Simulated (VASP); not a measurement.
A run of VASP 6.6.1:

The input INCAR:

```
  PREC = Accurate
  ENCUT = 520
  EDIFF = 1E-6
  ISMEAR = 0
  SIGMA = 0.1
  LREAL = F
  LASPH = T
  NELM = 60
  ALGO = Normal
  ISIF = 2
  LWAVE = F
  LCHARG = T
  GGA = PE
  LELF = T
  LVHAR = T
  NBANDS = 33
```

The input KPOINTS:

```
Automatic mesh
0
Gamma
  4 4 4
```

POSCAR

```
Ta4O
1.0
    4.3959182816      0.0000000000      0.0000000000
    0.0000000000      4.3959182816      0.0000000000
    0.0000000000      0.0000000000      4.3959182816
Ta O
4 1
Direct
    0.2637668389      0.7362331611      0.7362331611
    0.7362331611      0.2637668389      0.7362331611
    0.7362331611      0.7362331611      0.2637668389
    0.2637668389      0.2637668389      0.2637668389
    0.0000000000      0.0000000000      0.0000000000
```

Potentials or basis: VASP PAW PBE potentials, release 64 (Ta_pv, O).

Launch:

```sh
$ cat potpaw_PBE.64/Ta_pv/POTCAR potpaw_PBE.64/O/POTCAR > POTCAR
$ mpirun -np 1 vasp_std > vasp.out
```

Hardware: 1 thread of Intel(R) Xeon(R) 6975P-C (Granite Rapids), on a shared host.

Estimate the wall time of this run.

It took 14 s on 1 thread of Intel(R) Xeon(R) 6975P-C (Granite Rapids) (shared host), peak memory 0.2 GiB. Counts: scf iterations 15, k points 10.
